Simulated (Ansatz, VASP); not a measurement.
## ScF3: VASP beside Ansatz

The input INCAR:

```
SYSTEM = ScF3
  PREC = Accurate
  ENCUT = 520
  EDIFF = 1E-6
  ISMEAR = 0
  SIGMA = 0.05
  LREAL = .FALSE.
  LASPH = .TRUE.
  NELM = 60
  ALGO = Normal
  ISIF = 2
  LWAVE = .FALSE.
  LCHARG = .FALSE.
  GGA = CA
  NBANDS = 24
```

File KPOINTS:

```
Automatic mesh
0
G
  6 6 6
  0 0 0
```

The input POSCAR:

```
ScF3
1.0
    4.0240212332     -0.2117905912     -0.2117905912
   -0.2117905912      4.0240212332     -0.2117905912
   -0.2117905912     -0.2117905912      4.0240212332
Sc F
1 3
Direct
    0.0000000000      0.0000000000      0.0000000000
    0.5000000000      0.0000000000      0.0000000000
    0.0000000000      0.5000000000      0.0000000000
    0.0000000000      0.0000000000      0.5000000000
```

Input for Ansatz:

```yaml
crystal:
  lattice:
    - [4.0240212332, -0.2117905912, -0.2117905912]
    - [-0.2117905912, 4.0240212332, -0.2117905912]
    - [-0.2117905912, -0.2117905912, 4.0240212332]
  atoms:
    - { symbol: Sc, position: [0.0, 0.0, 0.0] }
    - { symbol: F, position: [0.5, 0.0, 0.0] }
    - { symbol: F, position: [0.0, 0.5, 0.0] }
    - { symbol: F, position: [0.0, 0.0, 0.5] }
basis:
  ecutwfc: 420
kpoints:
  mp_grid: { grid: [6, 6, 6] }
hamiltonian:
  xc: lda
scf:
  occupations: { method: gaussian, width: 0.05 }
output:
  forces: true
  stress: true
  eigenvalues: true
```

Alike in both runs: task single point; functional LDA; k mesh 6 × 6 × 6; occupations gaussian, width 0.05 eV; no spin polarisation.

|  | VASP | Ansatz |
| --- | --- | --- |
| version | VASP 6.6.1 | Ansatz 0.2.0 |
| potentials or method | VASP PAW LDA potentials, release 64 (Sc_sv, F), cutoff 520 eV | scalar-relativistic, plane waves, PAW |
| valence electrons in the cell | 32 | 32 |

|  | VASP | Ansatz | Ansatz less VASP |
| --- | --- | --- | --- |
| gap on the k mesh at the Fermi level (eV) | 5.83 | 5.86 | +0.030 |
| least direct gap on the mesh (eV) | 6.13 | 6.16 | +0.033 |
| pressure (GPa) | -3.5 | -4.1 | -0.60 |
| traceless stress, the component that is largest in VASP (GPa) | 1.89 | 1.98 | +0.090 |

LDA's correlation is that of Perdew and Zunger in VASP and of Perdew and Wang (1992) in Ansatz.
